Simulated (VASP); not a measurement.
Set up this calculation in VASP 6.6.1, as the native input.

* Task: single point
* Functional: PBE
* Potentials or basis: VASP PAW PBE potentials, release 64 (Pt_sv_GW)
* Cutoff: 500 eV
* k mesh: 14 × 14 × 14
* Occupations: fermi-dirac, width 0.05 eV
* Spin: no spin polarisation
* Dipole correction: no
* Second run: valence_matched
* Further INCAR settings: ALGO = Normal; EDIFF = 1e-06; NBANDS = 25

The structure of Pt lies in POSCAR:

```
Pt
1.0
    0.0000000000      2.3221762087      2.3221762087
    2.3221762087      0.0000000000      2.3221762087
    2.3221762087      2.3221762087      0.0000000000
Pt
2
Direct
   -0.1250000000     -0.1250000000     -0.1250000000
    0.1250000000      0.1250000000      0.1250000000
```

This cell differs from its parent crystal: volume scaled by 0.52.

One way to write it, as run:

INCAR

```
SYSTEM = Pt
PREC = Accurate
ENCUT = 500
EDIFF = 1E-6
ISMEAR = -1
SIGMA = 0.05
LREAL = .False.
LASPH = .True.
NELM = 120
ALGO = Normal
ISIF = 2
LWAVE = .False.
LCHARG = .False.
GGA = PE
NBANDS = 25
GGA_COMPAT = .False.
```

KPOINTS

```
Automatic mesh
0
Gamma
  14 14 14
  0 0 0
```

Potentials or basis: VASP PAW PBE potentials, release 64 (Pt_sv_GW).

Launch:

```console
$ cat potpaw_PBE.64/Pt_sv_GW/POTCAR > POTCAR
$ mpirun -np 1 vasp_std > vasp.out
```

It gave:

| Quantity | Value |
| --- | --- |
| Pressure | 395.9 GPa |
| Band gap on the k mesh | zero (band 18 reaches 16.65 eV, above the bottom of band 19 at 15.25 eV) |

Caveat: spin-orbit coupling is left out, which moves the levels of the heavy elements.

Wall time 44 s on 1 thread of Intel(R) Xeon(R) Platinum 8375C CPU @ 2.90GHz (Ice Lake), with other jobs on the host, peak memory 0.17 GiB.
